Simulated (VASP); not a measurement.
# BN (P1) in VASP: a series of runs

BN is run at these levels: PBEsol, LDA; tasks: single point.

All numbers are computed with VASP 6.6.1; they aren't measurements. Logs are shortened: lines on timing, memory, paths and dates and some standing lists are left out, and cuts for length are marked.

## 1. The cell of the first run

The typed cell holds 2 atoms: a = 2.557 Å, b = 2.557 Å, c = 3.338 Å, α = 101.11°, β = 101.11°, γ = 119.81°.

## 2. Single point, PBEsol (volume scaled by 1.06)

The input, INCAR:

```
SYSTEM = BN
PREC = Accurate
ENCUT = 520
EDIFF = 1E-6
ISMEAR = -1
SIGMA = 0.05
LREAL = .FALSE.
LASPH = .TRUE.
NELM = 60
ALGO = Normal
ISIF = 2
LWAVE = .FALSE.
LCHARG = .FALSE.
GGA = PS
NBANDS = 11
```

The input, KPOINTS:

```
Automatic mesh
0
G
  13 13 9
  0 0 0
```

The input, POSCAR:

```
BN
1.0
    2.5572306852      0.0000000000      0.0000000000
   -1.2711622815      2.2189130743      0.0000000000
   -0.6430342018     -1.1094565371      3.0818205403
N B
1 1
Direct
    0.6685060000      0.3323850000      0.9849990000
    0.9796430000      0.9834990000      0.0018060000
```

Potentials or basis: VASP PAW PBE potentials, release 64 (N, B).

Command:

```bash
> cat potpaw_PBE.64/N/POTCAR potpaw_PBE.64/B/POTCAR > POTCAR
> mpirun -np 1 vasp_std > vasp.out
```

OUTCAR:

```text
SYSTEM = BN
   PREC = Accurate
   ENCUT = 520
   EDIFF = 1E-6
   ISMEAR = -1
   LREAL = .FALSE.
   LASPH = .TRUE.
   NELM = 60
   ISIF = 2
   GGA = PS

 ion  position               nearest neighbor table
   1  0.669  0.332  0.985-   2 1.43   2 1.46   2 1.55
   2  0.980  0.983  0.002-   1 1.43   1 1.46   1 1.55

  LATTYP: Found a face centered orthorhombic cell.
 ALAT       =     2.5646729168
 B/A-ratio  =     1.7253460764
 C/A-ratio  =     2.4032854405

  Lattice vectors:

 A1 = (  -1.9141964833,   1.1094565372,   3.0818205403)
 A2 = (   0.6430342019,   1.1094565372,   3.0818205403)
 A3 = (  -1.2711622815,   2.2189130743,   0.0000000000)

Analysis of symmetry for initial positions (statically):
=====================================================================
 Subroutine PRICEL returns:
 Original cell was already a primitive cell.

 Routine SETGRP: Setting up the symmetry group for a
 face centered orthorhombic supercell.

 Subroutine GETGRP returns: Found  1 space group operations
 (whereof  1 operations were pure point group operations)
 out of a pool of  8 trial point group operations.

The static configuration has the point symmetry C_1 .

Analysis of symmetry for dynamics (positions and initial velocities):
=====================================================================
 Subroutine PRICEL returns:
 Original cell was already a primitive cell.

 Routine SETGRP: Setting up the symmetry group for a
 face centered orthorhombic supercell.

 Subroutine GETGRP returns: Found  1 space group operations
 (whereof  1 operations were pure point group operations)
 out of a pool of  8 trial point group operations.

The dynamic configuration has the point symmetry C_1 .

 Subroutine INISYM returns: Found  1 space group operations
 (whereof  1 operations are pure point group operations),
 and found     1 'primitive' translations

----------------------------------------------------------------------------------------

                                     Primitive cell

  volume of cell :      17.4871

  direct lattice vectors                    reciprocal lattice vectors
     2.557230685  0.000000000  0.000000000     0.391048022  0.224022068  0.162241764
    -1.271162282  2.218913074  0.000000000     0.000000000  0.450671102  0.162241764
    -0.643034202 -1.109456537  3.081820540     0.000000000  0.000000000  0.324483527
[... 100 lines left out ...]
   ISPIN  =      1    spin polarized calculation?
   LNONCOLLINEAR =      F non collinear calculations
   LSORBIT =      F    spin-orbit coupling
   LASPH  =      T    aspherical Exc in radial PAW
   ENCUT  =  520.0 eV  38.22 Ry    6.18 a.u.   4.75  4.75  6.21*2*pi/ulx,y,z
   NELM   =     60;   NELMIN=  2; NELMDL= -5     # of ELM steps
   EDIFF  = 0.1E-05   stopping-criterion for ELM
   LREAL  =      F    real-space projection
   EDIFFG = 0.1E-04   stopping-criterion for IOM
   NSW    =      0    number of steps for IOM
   IBRION =     -1    ionic relax: 0-MD 1-quasi-New 2-CG
   NFREE  =      0    steps in history (QN), initial steepest desc. (CG)
   ISIF   =      2    stress and relaxation
   ISYM   =      2    0-nonsym 1-usesym 2-fastsym
   POTIM  = 0.5000    time-step for ionic-motion
   TEBEG  =    0.0;   TEEND  =   0.0 temperature during run
   PSTRESS=    0.0 pullay stress
   NELECT =       8.0000    total number of electrons
   NUPDOWN=      -1.0000    fix difference up-down
   EMIN   =  10.00;   EMAX   =-10.00  energy-range for DOS
[... 5 lines left out ...]
     AMIX     =   0.40;   BMIX     =  1.00
     AMIX_MAG =   1.60;   BMIX_MAG =  1.00
  volume/ion in A,a.u.               =       8.74        59.00
  Fermi-wavevector in a.u.,A,eV,Ry     =   1.261437  2.383771 21.649915  1.591224
  Thomas-Fermi vector in A             =   2.394896
   LORBIT       =      0    0 simple, 1 ext, 2 COOP (PROOUT), +10 PAW based schemes
   GGA     = PS    functional components
   LHFCALC =     F    Hartree Fock is set to
   AEXX    =    0.0000 exact exchange contribution
   IVDW    =     0    specifies the selected vdW correction
   LEPSILON=     F    determine dielectric tensor
   LRPA    =     F    only Hartree local field effects (RPA)
 non-spin polarized calculation
  energy-cutoff  :      520.00
  volume of cell :       17.49
 maximum number of plane-waves:       483
   NGX =  9   NGY =  9   NGZ = 13

 number of electron       8.0000000 magnetization

 Free energy of the ion-electron system (eV)
  ---------------------------------------------------
  ext. energy  EPLUGINS =         0.00000000
  ---------------------------------------------------
  free energy    TOTEN  =       -18.10439640 eV

  energy without entropy =      -18.10439640  energy(sigma->0) =      -18.10439640

 E-fermi :   3.8543     XC(G=0): -10.6616

 val. band max:        2.9459365510   @ k =   0.3846   0.3846   0.1111
 cond. band min:       5.6789093943   @ k =  -0.4615  -0.4615   0.4444
 fundamental gap:      2.7329728433
 Fermi energy:         3.8543459061

 k-point     1 :       0.0000    0.0000    0.0000
  band No.  band energies     occupation
      1     -14.9673      2.00000
      2      -0.7405      2.00000
      3       0.4181      2.00000
      4       1.9835      2.00000
      5       7.9616      0.00000
      6      12.5985      0.00000
      7      14.6309      0.00000
      8      15.0622      0.00000
      9      16.7426      0.00000
     10      26.9918      0.00000
     11      29.1561      0.00000
[... 309 lines left out ...]
 k-point    24 :       0.2308    0.1538    0.0000
  band No.  band energies     occupation
      1     -12.8901      2.00000
      2      -3.5929      2.00000
      3      -1.9664      2.00000
      4       0.4576      2.00000
      5       9.4614      0.00000
      6      12.6775      0.00000
      7      14.5429      0.00000
      8      17.8491      0.00000
      9      19.4243      0.00000
     10      22.5113      0.00000
     11      26.4681      0.00000

 [... further k-points ...]
[... 5 lines left out ...]
  --------------------------------------------------------------------------------------
  -------------------------------------------------------------------------------------
  Total       -2.6376285     -1.7819598      0.3840404     -0.3489521      0.1089031      0.0483536
  in kB     -241.6610586   -163.2641895     35.1860080    -31.9711922      9.9777664      4.4301816
  external PRESSURE =    -123.2464134 kB  Pullay stress =       0.0000000 kB

 VOLUME and BASIS-vectors are now :
 -----------------------------------------------------------------------------
  energy-cutoff  :      520.00
  volume of cell :       17.49
      direct lattice vectors                 reciprocal lattice vectors
     2.557230685  0.000000000  0.000000000     0.391048022  0.224022068  0.162241764
    -1.271162282  2.218913074  0.000000000     0.000000000  0.450671102  0.162241764
    -0.643034202 -1.109456537  3.081820540     0.000000000  0.000000000  0.324483527

 POSITION                                       TOTAL-FORCE (eV/Angst)
 -----------------------------------------------------------------------------------
      0.65362     -0.35528      3.03559        -1.442719     -1.815750      0.618296
      1.25382      2.18030      0.00557         1.442719      1.815750     -0.618296
 -----------------------------------------------------------------------------------
    total drift:                               -0.000061     -0.000154      0.000002

  FREE ENERGIE OF THE ION-ELECTRON SYSTEM (eV)
  ---------------------------------------------------
  free  energy   TOTEN  =       -18.1043963996 eV

  energy  without entropy=      -18.1043963996  energy(sigma->0) =      -18.10439640
```

OSZICAR:

```text
N       E                     dE             d eps       ncg     rms          rms(c)
DAV:   1     0.114191857751E+02    0.11419E+02   -0.46637E+03 17014   0.687E+02
DAV:   2    -0.188536656736E+02   -0.30273E+02   -0.29135E+02 19814   0.157E+02
DAV:   3    -0.195949830713E+02   -0.74132E+00   -0.74008E+00 20542   0.225E+01
DAV:   4    -0.195968873483E+02   -0.19043E-02   -0.19042E-02 18066   0.127E+00
DAV:   5    -0.195968935508E+02   -0.62025E-05   -0.62025E-05 20353   0.657E-02    0.743E+00
DAV:   6    -0.182553933784E+02    0.13415E+01   -0.48571E+00 19320   0.119E+01    0.342E+00
DAV:   7    -0.181400067744E+02    0.11539E+00   -0.16683E-01 19946   0.321E+00    0.209E+00
DAV:   8    -0.181044153266E+02    0.35591E-01   -0.84894E-02 20069   0.183E+00    0.212E-01
DAV:   9    -0.181042770367E+02    0.13829E-03   -0.24183E-03 18080   0.389E-01    0.117E-01
DAV:  10    -0.181043875713E+02   -0.11053E-03   -0.27493E-04 19230   0.132E-01    0.203E-02
DAV:  11    -0.181043949416E+02   -0.73703E-05   -0.13816E-05 19059   0.278E-02    0.161E-02
DAV:  12    -0.181043963438E+02   -0.14022E-05   -0.35547E-06 18485   0.127E-02    0.964E-04
DAV:  13    -0.181043963996E+02   -0.55777E-07   -0.15529E-07  9163   0.342E-03
   1 F= -.18104396E+02 E0= -.18104396E+02  d E =-.446587E-10
```

It took 2.3 min on 1 thread of Intel Xeon Platinum 8259CL at 2.50GHz (Skylake/Cascade Lake), shared host; peak memory 0.24 GiB.

Results:

```yaml
Free_energy: -18.1044 eV
Pressure: -12.3 GPa
Largest_force: 2.400 eV/Å
Band_gap_on_the_k_mesh: 2.73 eV, indirect (least direct gap 4.33 eV)
```

Forces on the atoms (eV/Å):
```
N   -1.443 -1.816  0.618
B    1.443  1.816 -0.618
```

Stress tensor (GPa, compression positive):
```
-24.17  -3.20   0.44
 -3.20 -16.33   1.00
  0.44   1.00   3.52
```

Levels at points of the mesh, in eV from the valence-band top:
| k point | band 1 | band 2 | band 3 | band 4 | band 5 | band 6 | band 7 | band 8 | band 9 |
| --- | --- | --- | --- | --- | --- | --- | --- | --- | --- |
| (0.00, 0.00, 0.00) | -17.91 | -3.69 | -2.53 | -0.96 | 5.02 | 9.65 | 11.69 | 12.12 | 13.80 |

Caveat: the cell differs from its parent crystal (volume scaled by 1.06); the PAW data sets were made with another functional, which shifts forces and pressure a little. A k mesh can miss the band edges.

## 3. Single point, LDA

This run uses another cell than the first one, of 7.75 Å³/atom, 0.887 times its volume.

INCAR, as its differences from that of step 2:

```diff
@@ -3,3 +3,3 @@
 ENCUT = 520
-EDIFF = 1E-6
+EDIFF = 1E-7
 ISMEAR = -1
@@ -13,3 +13,2 @@
 LCHARG = .FALSE.
-GGA = PS
 NBANDS = 11
```

KPOINTS is that of step 2.

The input, POSCAR:

```
BN
1.0
    2.4568420491      0.0000000000      0.0000000000
   -1.2212605467      2.1318056974      0.0000000000
   -0.6177907512     -1.0659028487      2.9608381970
N B
1 1
Direct
    0.6685060000      0.3323850000      0.9849990000
    0.9796430000      0.9834990000      0.0018060000
```

Potentials or basis: VASP PAW LDA potentials, release 64 (N, B).

Command:

```bash
> cat potpaw_LDA.64/N/POTCAR potpaw_LDA.64/B/POTCAR > POTCAR
> mpirun -np 1 vasp_std > vasp.out
```

Wall time 37 s (1 thread of Intel Xeon 6975P-C (Granite Rapids), shared host); peak memory 0.22 GiB.

The run converged. Its results:

- Free energy: -19.1219 eV
- Pressure: 14.6 GPa
- Largest force: 3.092 eV/Å
- Band gap on the k mesh: 2.59 eV, indirect (least direct gap 4.53 eV)

Forces in eV/Å, atoms in the order of the input:
```
N   -1.899 -2.373  0.569
B    1.899  2.373 -0.569
```

Stress tensor (GPa, compression positive):
```
10.75 -7.37  0.66
-7.37 28.08  1.40
 0.66  1.40  4.95
```

Levels at points of the mesh, in eV from the valence-band top:
| k point | band 1 | band 2 | band 3 | band 4 | band 5 | band 6 | band 7 | band 8 |
| --- | --- | --- | --- | --- | --- | --- | --- | --- |
| (0.00, 0.00, 0.00) | -18.62 | -4.13 | -2.56 | -0.89 | 5.34 | 10.43 | 12.59 | 13.37 |

Caveat: forces of over 1 eV/Å act on the atoms, so gaps and moduli don't describe the material at rest. Expect the measured gap to be larger: semilocal functionals such as LDA lack the derivative discontinuity.

## 4. Single point, PBEsol

This run uses another cell than the first one, of 7.75 Å³/atom, 0.887 times its volume.

The input, INCAR:

```
SYSTEM = BN
PREC = Accurate ; ENCUT = 520
EDIFF = 1E-6 ; ISMEAR = -1
SIGMA = 0.05 ; LREAL = .False.
LASPH = .True. ; NELM = 60
ALGO = Normal ; ISIF = 2
LWAVE = .False. ; LCHARG = .True.
GGA = PS ; LELF = .True.
LVHAR = .True. ; NBANDS = 11
```

The input, KPOINTS:

```
Automatic mesh
0
Gamma
  13 13 9
  0 0 0
```

POSCAR is that of step 3.

Potentials or basis: VASP PAW PBE potentials, release 64 (N, B).

Command:

```bash
> cat potpaw_PBE.64/N/POTCAR potpaw_PBE.64/B/POTCAR > POTCAR
> mpirun -np 1 vasp_std > vasp.out
```

Wall time 36 s (1 thread of Intel Xeon 6975P-C (Granite Rapids), shared host); peak memory 0.22 GiB.

The run converged. Its results:

```yaml
Free_energy: -18.0697 eV
Pressure: 20.6 GPa
Largest_force: 3.138 eV/Å
Band_gap_on_the_k_mesh: 2.66 eV, indirect (least direct gap 4.61 eV)
```

Forces on the atoms (eV/Å):
```
N   -1.929 -2.417  0.536
B    1.929  2.417 -0.536
```

Stress tensor (GPa, compression positive):
```
18.21 -7.81  0.68
-7.81 36.60  1.42
 0.68  1.42  6.90
```

Levels at points of the mesh, in eV from the valence-band top:
| k point | band 1 | band 2 | band 3 | band 4 | band 5 | band 6 | band 7 | band 8 | band 9 |
| --- | --- | --- | --- | --- | --- | --- | --- | --- | --- |
| (0.00, 0.00, 0.00) | -18.79 | -4.12 | -2.52 | -0.85 | 5.38 | 10.52 | 12.66 | 13.53 | 15.81 |

Caveat: the PAW data sets were made with another functional, which shifts forces and pressure a little.

## 5. The runs side by side

| level | potentials or basis | cell | gap on the mesh (eV) | pressure (GPa) | largest force (eV/Å) |
| --- | --- | --- | --- | --- | --- |
| PBEsol | VASP PAW PBE potentials, release 64 (N, B) | a = 2.557, b = 2.557, c = 3.338 Å, angles 101.1, 101.1, 119.8°, 2 atoms | 2.73 | -12.3 | 2.40 |
| LDA | VASP PAW LDA potentials, release 64 (N, B) | a = 2.457, b = 2.457, c = 3.207 Å, angles 101.1, 101.1, 119.8°, 2 atoms | 2.59 | 14.6 | 3.09 |
| PBEsol | VASP PAW PBE potentials, release 64 (N, B) | a = 2.457, b = 2.457, c = 3.207 Å, angles 101.1, 101.1, 119.8°, 2 atoms | 2.66 | 20.6 | 3.14 |

Alike in all rows: task single point; no spin polarisation; k mesh 13 × 13 × 9; cutoff (eV) 520; smearing fermi-dirac 0.05 eV.

Caveats: the PAW data sets were made with another functional, which shifts forces and pressure a little (some runs); forces of over 1 eV/Å act on the atoms, so gaps and moduli don't describe the material at rest (some runs).

Total energies depend on the potentials used, so only differences within one code and one set of settings carry meaning.
